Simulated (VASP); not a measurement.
# HPb4 (Pm-3m) in VASP: a series of runs

Runs on HPb4. Level: PBE. Tasks: single point.

Program: VASP 6.6.1. These are calculated values, not measurements. Logs are shortened: lines on timing, memory, paths and dates and some standing lists are left out, and cuts for length are marked.

## (1) The cell of the first run

It takes space group Pm-3m (No. 221, cubic). The conventional cell has a = 5.124 Å, b = 5.124 Å, c = 5.124 Å, α = 90.00°, β = 90.00°, γ = 90.00°. Within 3.4 Å of H (site symmetry m-3m) lie 6 Pb at 2.56 Å. Pb (site symmetry m-3m) has 12 Pb at 3.62 Å and 8 H at 4.44 Å within 4.8 Å. Within 3.4 Å of Pb (site symmetry 4/mmm) lie 2 H at 2.56 Å.

## (2) Single point, PBE

INCAR reads:

```
SYSTEM = HPb4
PREC     = Accurate       ! precision mode
ENCUT    = 520            ! plane-wave cutoff, eV
EDIFF    = 1E-6           ! SCF threshold, eV
ISMEAR   = 0              ! smearing method
SIGMA    = 0.1            ! smearing width, eV
LREAL    = .FALSE.        ! projectors in reciprocal space
LASPH    = .TRUE.         ! aspherical terms in the spheres
NELM     = 60             ! most SCF steps
ALGO     = Normal         ! electronic algorithm
ISIF     = 2              ! what is computed and relaxed
LWAVE    = .FALSE.        ! write WAVECAR
LCHARG   = .TRUE.         ! write CHGCAR
GGA      = PE             ! functional
LELF     = .TRUE.         ! ELF
LVHAR    = .TRUE.       
NBANDS   = 36             ! bands
```

KPOINTS reads:

```
regular mesh
0
G
  4 4 4
  0 0 0
```

POSCAR reads:

```
HPb4
1.0
    5.1244288400      0.0000000000      0.0000000000
    0.0000000000      5.1244288400      0.0000000000
    0.0000000000      0.0000000000      5.1244288400
H Pb
1 4
Direct
    0.5000000000      0.5000000000      0.5000000000
    0.0000000000      0.0000000000      0.0000000000
    0.5000000000      0.5000000000      0.0000000000
    0.5000000000      0.0000000000      0.5000000000
    0.0000000000      0.5000000000      0.5000000000
```

Potentials or basis: VASP PAW PBE potentials, release 64 (H, Pb_d).

The run is started by

```console
$ cat potpaw_PBE.64/H/POTCAR potpaw_PBE.64/Pb_d/POTCAR > POTCAR
$ mpirun -np 1 vasp_std > vasp.out
```

OUTCAR:

```text
SYSTEM = HPb4
   PREC = Accurate
   ENCUT = 520
   EDIFF = 1E-6
   ISMEAR = 0
   LREAL = .FALSE.
   LASPH = .TRUE.
   NELM = 60
   ISIF = 2
   GGA = PE

 ion  position               nearest neighbor table
   1  0.500  0.500  0.500-
   2  0.000  0.000  0.000-   3 3.62   4 3.62   5 3.62   4 3.62   5 3.62   3 3.62   5 3.62   5 3.62
                             3 3.62   4 3.62   4 3.62   3 3.62
   3  0.500  0.500  0.000-   2 3.62   4 3.62   5 3.62   4 3.62   5 3.62   2 3.62   4 3.62   4 3.62
                             2 3.62   5 3.62   5 3.62   2 3.62
   4  0.500  0.000  0.500-   2 3.62   3 3.62   5 3.62   2 3.62   3 3.62   3 3.62   5 3.62   3 3.62
                             2 3.62   5 3.62   2 3.62   5 3.62
   5  0.000  0.500  0.500-   2 3.62   3 3.62   4 3.62   2 3.62   3 3.62   2 3.62   4 3.62   2 3.62
                             3 3.62   4 3.62   3 3.62   4 3.62

  LATTYP: Found a simple cubic cell.
 ALAT       =     5.1244288400

  Lattice vectors:

 A1 = (   5.1244288400,   0.0000000000,   0.0000000000)
 A2 = (   0.0000000000,   5.1244288400,   0.0000000000)
 A3 = (   0.0000000000,   0.0000000000,   5.1244288400)

Analysis of symmetry for initial positions (statically):
=====================================================================
 Subroutine PRICEL returns:
 Original cell was already a primitive cell.

 Routine SETGRP: Setting up the symmetry group for a
 simple cubic supercell.

 Subroutine GETGRP returns: Found 48 space group operations
 (whereof 48 operations were pure point group operations)
 out of a pool of 48 trial point group operations.

The static configuration has the point symmetry O_h .

Analysis of symmetry for dynamics (positions and initial velocities):
=====================================================================
 Subroutine PRICEL returns:
 Original cell was already a primitive cell.

 Routine SETGRP: Setting up the symmetry group for a
 simple cubic supercell.

 Subroutine GETGRP returns: Found 48 space group operations
 (whereof 48 operations were pure point group operations)
 out of a pool of 48 trial point group operations.

The dynamic configuration has the point symmetry O_h .

 Subroutine INISYM returns: Found 48 space group operations
 (whereof 48 operations are pure point group operations),
 and found     1 'primitive' translations

----------------------------------------------------------------------------------------

                                     Primitive cell

  volume of cell :     134.5663

  direct lattice vectors                    reciprocal lattice vectors
     5.124428840  0.000000000  0.000000000     0.195143699  0.000000000  0.000000000
     0.000000000  5.124428840  0.000000000     0.000000000  0.195143699  0.000000000
     0.000000000  0.000000000  5.124428840     0.000000000  0.000000000  0.195143699

  length of vectors
     5.124428840  5.124428840  5.124428840     0.195143699  0.195143699  0.195143699

  position of ions in fractional coordinates (direct lattice)
     0.500000000  0.500000000  0.500000000
     0.000000000  0.000000000  0.000000000
     0.500000000  0.500000000  0.000000000
     0.500000000  0.000000000  0.500000000
     0.000000000  0.500000000  0.500000000

  ion indices of the primitive-cell ions
   primitive index   ion index
                 1           1
                 2           2
                 3           3
                 4           4
                 5           5

----------------------------------------------------------------------------------------

 KPOINTS: regular mesh

Automatic generation of k-mesh.
 Grid dimensions read from file:
 generate k-points for:    4    4    4

 Generating k-lattice:

  Cartesian coordinates                     Fractional coordinates (reciprocal lattice)
     0.048785925  0.000000000  0.000000000     0.250000000  0.000000000  0.000000000
     0.000000000  0.048785925  0.000000000     0.000000000  0.250000000  0.000000000
     0.000000000  0.000000000  0.048785925     0.000000000  0.000000000  0.250000000

  Length of vectors
     0.048785925  0.048785925  0.048785925

  Shift w.r.t. Gamma in fractional coordinates (k-lattice)
     0.000000000  0.000000000  0.000000000

 Subroutine IBZKPT returns following result:
 ===========================================

 Found     10 irreducible k-points:

 Following reciprocal coordinates:
            Coordinates               Weight
  0.000000  0.000000  0.000000      1.000000
  0.250000  0.000000  0.000000      6.000000
  0.500000  0.000000  0.000000      3.000000
  0.250000  0.250000  0.000000     12.000000
  0.500000  0.250000  0.000000     12.000000
  0.500000  0.500000  0.000000      3.000000
  0.250000  0.250000  0.250000      8.000000
  0.500000  0.250000  0.250000     12.000000
  0.500000  0.500000  0.250000      6.000000
  0.500000  0.500000  0.500000      1.000000
   k-points           NKPTS =     10   k-points in BZ     NKDIM =     10   number of bands    NBANDS=     36
   number of dos      NEDOS =    301   number of ions     NIONS =      5
   total plane-waves  NPLWV =  64000
   dimension x,y,z NGX =    40 NGY =   40 NGZ =   40
   dimension x,y,z NGXF=    80 NGYF=   80 NGZF=   80
   ions per type =               1   4
   NGX,Y,Z   is equivalent  to a cutoff of  12.98, 12.98, 12.98 a.u.
   NGXF,Y,Z  is equivalent  to a cutoff of  25.95, 25.95, 25.95 a.u.
 SYSTEM =  HPb4
   PREC   = accura    normal or accurate (medium, high low for compatibility)
   ISTART =      0    job   : 0-new  1-cont  2-samecut
   ICHARG =      2    charge: 1-file 2-atom 10-const
   ISPIN  =      1    spin polarized calculation?
   LNONCOLLINEAR =      F non collinear calculations
   LSORBIT =      F    spin-orbit coupling
   LASPH  =      T    aspherical Exc in radial PAW
   ENCUT  =  520.0 eV  38.22 Ry    6.18 a.u.   9.53  9.53  9.53*2*pi/ulx,y,z
   NELM   =     60;   NELMIN=  2; NELMDL= -5     # of ELM steps
   EDIFF  = 0.1E-05   stopping-criterion for ELM
   LREAL  =      F    real-space projection
   EDIFFG = 0.1E-04   stopping-criterion for IOM
   NSW    =      0    number of steps for IOM
   IBRION =     -1    ionic relax: 0-MD 1-quasi-New 2-CG
   NFREE  =      0    steps in history (QN), initial steepest desc. (CG)
   ISIF   =      2    stress and relaxation
   ISYM   =      2    0-nonsym 1-usesym 2-fastsym
   POTIM  = 0.5000    time-step for ionic-motion
   TEBEG  =    0.0;   TEEND  =   0.0 temperature during run
   PSTRESS=    0.0 pullay stress
   NELECT =      57.0000    total number of electrons
   NUPDOWN=      -1.0000    fix difference up-down
   EMIN   =  10.00;   EMAX   =-10.00  energy-range for DOS
   EFERMI =   0.00;   METHOD = LEGACY
   ISMEAR =     0;   SIGMA  =   0.10  broadening in eV -4-tet -1-fermi 0-gaus
   EFERMI_NEDOS =   21; number of points for ismear=-14 and -15
   IALGO  =     38    algorithm
   IMIX   =      4    mixing-type and parameters
     AMIX     =   0.40;   BMIX     =  1.00
     AMIX_MAG =   1.60;   BMIX_MAG =  1.00
  volume/ion in A,a.u.               =      26.91       181.62
  Fermi-wavevector in a.u.,A,eV,Ry     =   1.229479  2.323378 20.566807  1.511618
  Thomas-Fermi vector in A             =   2.364364
   LORBIT       =      0    0 simple, 1 ext, 2 COOP (PROOUT), +10 PAW based schemes
   GGA     = PE    functional components
   LHFCALC =     F    Hartree Fock is set to
   AEXX    =    0.0000 exact exchange contribution
   IVDW    =     0    specifies the selected vdW correction
   LEPSILON=     F    determine dielectric tensor
   LRPA    =     F    only Hartree local field effects (RPA)
 non-spin polarized calculation
 Gauss-broadening in eV      SIGMA  =   0.10
  energy-cutoff  :      520.00
  volume of cell :      134.57
 maximum number of plane-waves:      3695
 NGX is ok and might be reduce to    40
   NGX = 19   NGY = 19   NGZ = 19

 number of electron      57.0000012 magnetization

 Free energy of the ion-electron system (eV)
  ---------------------------------------------------
  ext. energy  EPLUGINS =         0.00000000
  ---------------------------------------------------
  free energy    TOTEN  =       -16.71438893 eV

  energy without entropy =      -16.68596944  energy(sigma->0) =      -16.70017918

 E-fermi :   6.6722     XC(G=0):  -9.8307

 val. band max:        6.6348777079   @ k =   0.5000   0.0000   0.0000
 cond. band min:       6.6751713725   @ k =   0.2500   0.2500   0.0000
 fundamental gap:      0.0402936646
 Fermi energy:         6.6722095783

 k-point     1 :       0.0000    0.0000    0.0000
  band No.  band energies     occupation
      1     -10.8404      2.00000
      2     -10.8404      2.00000
      3     -10.8404      2.00000
      4     -10.8309      2.00000
      5     -10.7523      2.00000
      6     -10.7523      2.00000
[... 28 lines left out ...]
     35      11.3944      0.00000
     36      11.3944      0.00000

 k-point     2 :       0.2500    0.0000    0.0000
  band No.  band energies     occupation
      1     -10.8245      2.00000
      2     -10.7986      2.00000
      3     -10.7941      2.00000
      4     -10.7941      2.00000
      5     -10.7357      2.00000
      6     -10.7285      2.00000
[... 28 lines left out ...]
     35      11.0221      0.00000
     36      11.6022      0.00000

 k-point     3 :       0.5000    0.0000    0.0000
  band No.  band energies     occupation
      1     -10.7976      2.00000
      2     -10.7627      2.00000
      3     -10.7520      2.00000
      4     -10.6939      2.00000
      5     -10.6885      2.00000
      6     -10.6785      2.00000
[... 28 lines left out ...]
     35       9.9124      0.00000
     36       9.9124      0.00000
[... 196 lines left out ...]
 k-point     9 :       0.5000    0.5000    0.2500
  band No.  band energies     occupation
      1     -10.7353      2.00000
      2     -10.7353      2.00000
      3     -10.7308      2.00000
      4     -10.7192      2.00000
      5     -10.7057      2.00000
      6     -10.7057      2.00000
[... 28 lines left out ...]
     35      11.1824      0.00000
     36      11.1886      0.00000

 k-point    10 :       0.5000    0.5000    0.5000
  band No.  band energies     occupation
      1     -10.7480      2.00000
      2     -10.7480      2.00000
      3     -10.7480      2.00000
      4     -10.7184      2.00000
      5     -10.7184      2.00000
      6     -10.7184      2.00000
[... 28 lines left out ...]
     35      11.3055      0.00000
     36      11.3055      0.00000

------------------------ aborting loop because EDIFF is reached ----------------------------------------

  FORCE on cell =-STRESS in cart. coord.  units (eV):
  Direction    XX          YY          ZZ          XY          YZ          ZX
  --------------------------------------------------------------------------------------
  -------------------------------------------------------------------------------------
  Total       -0.4375234     -0.4375234     -0.4375234      0.0000000     -0.0000000      0.0000000
  in kB       -5.2092529     -5.2092529     -5.2092529      0.0000000     -0.0000000      0.0000000
  external PRESSURE =      -5.2092529 kB  Pullay stress =       0.0000000 kB

 VOLUME and BASIS-vectors are now :
 -----------------------------------------------------------------------------
  energy-cutoff  :      520.00
  volume of cell :      134.57
      direct lattice vectors                 reciprocal lattice vectors
     5.124428840  0.000000000  0.000000000     0.195143699  0.000000000  0.000000000
     0.000000000  5.124428840  0.000000000     0.000000000  0.195143699  0.000000000
     0.000000000  0.000000000  5.124428840     0.000000000  0.000000000  0.195143699

 POSITION                                       TOTAL-FORCE (eV/Angst)
 -----------------------------------------------------------------------------------
      2.56221      2.56221      2.56221         0.000000      0.000000      0.000000
      0.00000      0.00000      0.00000         0.000000      0.000000      0.000000
      2.56221      2.56221      0.00000         0.000000      0.000000      0.000000
      2.56221      0.00000      2.56221         0.000000      0.000000      0.000000
      0.00000      2.56221      2.56221         0.000000      0.000000      0.000000
 -----------------------------------------------------------------------------------
    total drift:                               -0.000000     -0.000000     -0.000000

  FREE ENERGIE OF THE ION-ELECTRON SYSTEM (eV)
  ---------------------------------------------------
  free  energy   TOTEN  =       -16.7143889279 eV

  energy  without entropy=      -16.6859694353  energy(sigma->0) =      -16.70017918
```

Run time: 98 s. Hardware: 1 thread of Intel Xeon Platinum 8259CL at 2.50GHz (Skylake/Cascade Lake), shared host; peak memory 0.25 GiB.

Results:

- Free energy: -16.7144 eV
- Pressure: -0.5 GPa

Caveat: spin-orbit coupling is left out, which moves the levels of the heavy elements.

(Part 1 of 2 ends here.)
